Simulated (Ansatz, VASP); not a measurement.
## TaBe2: VASP beside Ansatz

INCAR

```
PREC     = Accurate       # precision mode
ENCUT    = 520            # plane-wave cutoff, eV
EDIFF    = 1E-7           # SCF threshold, eV
ISMEAR   = 1              # smearing method
SIGMA    = 0.05           # smearing width, eV
LREAL    = F              # projectors in reciprocal space
LASPH    = T              # aspherical terms in the spheres
NELM     = 100            # most SCF steps
ALGO     = Normal         # electronic algorithm
ISIF     = 2              # what is computed and relaxed
LWAVE    = F              # write WAVECAR
LCHARG   = F              # write CHGCAR
NBANDS   = 24             # bands
```

File KPOINTS:

```
regular mesh
0
Gamma
  6 6 6
```

The input POSCAR:

```
TaBe2
1.0
    0.0000000000      3.3197227217      3.3197227217
    3.3197227217      0.0000000000      3.3197227217
    3.3197227217      3.3197227217      0.0000000000
Ta Be
2 4
Direct
    0.7500000000      0.7500000000      0.7500000000
    0.5000000000      0.5000000000      0.5000000000
    0.1250000000      0.6250000000      0.1250000000
    0.1250000000      0.1250000000      0.6250000000
    0.6250000000      0.1250000000      0.1250000000
    0.1250000000      0.1250000000      0.1250000000
```

Input for Ansatz:

```yaml
crystal:
  lattice:
    - [0.0, 3.3197227216885317, 3.3197227216885317]
    - [3.3197227216885317, 0.0, 3.3197227216885317]
    - [3.3197227216885317, 3.3197227216885317, 0.0]
  atoms:
    - { symbol: Ta, position: [0.75, 0.75, 0.75] }
    - { symbol: Ta, position: [0.5, 0.5, 0.5] }
    - { symbol: Be, position: [0.125, 0.625, 0.125] }
    - { symbol: Be, position: [0.125, 0.125, 0.625] }
    - { symbol: Be, position: [0.625, 0.125, 0.125] }
    - { symbol: Be, position: [0.125, 0.125, 0.125] }
basis:
  ecutwfc: 420.0
kpoints:
  mp_grid:
    grid: [6, 6, 6]
hamiltonian:
  xc: lda
scf:
  occupations:
    method: cold
    width: 0.05
output:
  stress: true
```

Alike in both runs: task single point; functional LDA; k mesh 6 × 6 × 6; no spin polarisation.

|  | VASP | Ansatz |
| --- | --- | --- |
| version | VASP 6.6.1 | Ansatz 0.2.0 |
| potentials or method | VASP PAW LDA potentials, release 64 (Ta_pv, Be), cutoff 520 eV | plane waves, PAW |
| occupations | methfessel-paxton of order 1, width 0.05 eV | cold, width 0.05 eV |
| valence electrons in the cell | 30 | 34 |

|  | VASP | Ansatz | Ansatz less VASP |
| --- | --- | --- | --- |
| pressure (GPa) | -15.0 | -15.7 | -0.65 |

LDA's correlation is that of Perdew and Zunger in VASP and of Perdew and Wang (1992) in Ansatz. VASP's potentials hold 30 valence electrons a cell and Ansatz's 34, so a difference there can come from the potentials and not from the codes.

Neither program's run includes spin-orbit coupling.
